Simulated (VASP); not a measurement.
Input of a VASP 6.6.1 run:

Contents of INCAR:

```
PREC = Accurate
ENCUT = 520
EDIFF = 1E-7
ISMEAR = 0
SIGMA = 0.1
LREAL = False
LASPH = True
NELM = 100
ALGO = Normal
ISIF = 2
LWAVE = False
LCHARG = False
GGA = PE
NBANDS = 26
```

File KPOINTS:

```
Automatic mesh
0
Gamma
  15 15 6
```

File POSCAR:

```
KHgF2
1.0
    4.9173859598      0.0000000000      0.0000000000
   -2.4586929799      4.2585811614      0.0000000000
    0.0000000000      0.0000000000      9.2059955491
K Hg F
1 1 2
Direct
    0.0000000000      0.0000000000      0.5000000000
    0.0000000000      0.0000000000      0.0000000000
    0.0000000000      0.0000000000      0.2440488260
    0.0000000000      0.0000000000      0.7559511740
```

Potentials or basis: VASP PAW PBE potentials, release 64 (K_sv, Hg, F).

Run with:

```console
$ cat potpaw_PBE.64/K_sv/POTCAR potpaw_PBE.64/Hg/POTCAR potpaw_PBE.64/F/POTCAR > POTCAR
$ mpirun -np 1 vasp_std > vasp.out
```

What does it give for the band gap on the k mesh?

Zero (an odd number of electrons rules out a gap without spin polarisation).

What does it give for the pressure?

0.1 GPa.

Stress tensor (GPa, compression positive):
```
-0.03  0.00  0.00
 0.00 -0.03  0.00
 0.00  0.00  0.32
```

Caveat: spin-orbit coupling is left out, which moves the levels of the heavy elements; an odd number of electrons without spin polarisation forces a metal; a magnetic or distorted state may lie lower.
